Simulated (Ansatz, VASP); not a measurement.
**Al in VASP and in Ansatz**

The input INCAR:

```
  PREC = Accurate
  ENCUT = 520
  EDIFF = 1E-7
  ISMEAR = 0
  SIGMA = 0.15
  LREAL = F
  LASPH = T
  NELM = 80
  ALGO = Normal
  ISIF = 2
  LWAVE = F
  LCHARG = F
  GGA = CA
  NBANDS = 8
```

KPOINTS

```
regular mesh
0
Gamma
  20 20 20
```

POSCAR

```
Al
1.0
    0.0000000000      2.0745795000      2.0239800000
    2.0745795000      0.0000000000      2.0239800000
    2.0745795000      2.0745795000      0.0000000000
Al
1
Direct
    0.0000000000      0.0000000000      0.0000000000
```

Input for Ansatz:

```yaml
crystal:
  lattice:
    - [0.0, 2.0745795, 2.02398]
    - [2.0745795, 0.0, 2.02398]
    - [2.0745795, 2.0745795, 0.0]
  atoms:
    - { symbol: Al, position: [0.0, 0.0, 0.0] }
basis:
  ecutwfc: 420
kpoints:
  mp_grid: { grid: [20, 20, 20] }
hamiltonian:
  xc: lda
scf:
  occupations: { method: gaussian, width: 0.15 }
output:
  forces: true
  stress: true
  eigenvalues: true
```

Change from the starting cell: strain +0.025 along x and y, +0.000 along z, atoms carried along.

Alike in both runs: task single point; functional LDA; k mesh 20 × 20 × 20; occupations gaussian, width 0.15 eV; no spin polarisation.

|  | VASP | Ansatz |
| --- | --- | --- |
| version | VASP 6.6.1 | Ansatz 0.2.0 |
| potentials or method | VASP PAW LDA potentials, release 64 (Al), cutoff 520 eV | scalar-relativistic, plane waves, PAW |
| valence electrons in the cell | 3 | 3 |

```csv
,VASP,Ansatz,Ansatz less VASP
gap on the k mesh at the Fermi level (eV),none,none,-
pressure (GPa),-6.4,-6.4,-0.02
"traceless stress, the component that is largest in VASP (GPa)",0.19,0.19,+0.006
```

LDA's correlation is that of Perdew and Zunger in VASP and of Perdew and Wang (1992) in Ansatz. A gap of «none» marks a metal or a gap that the smearing closes.
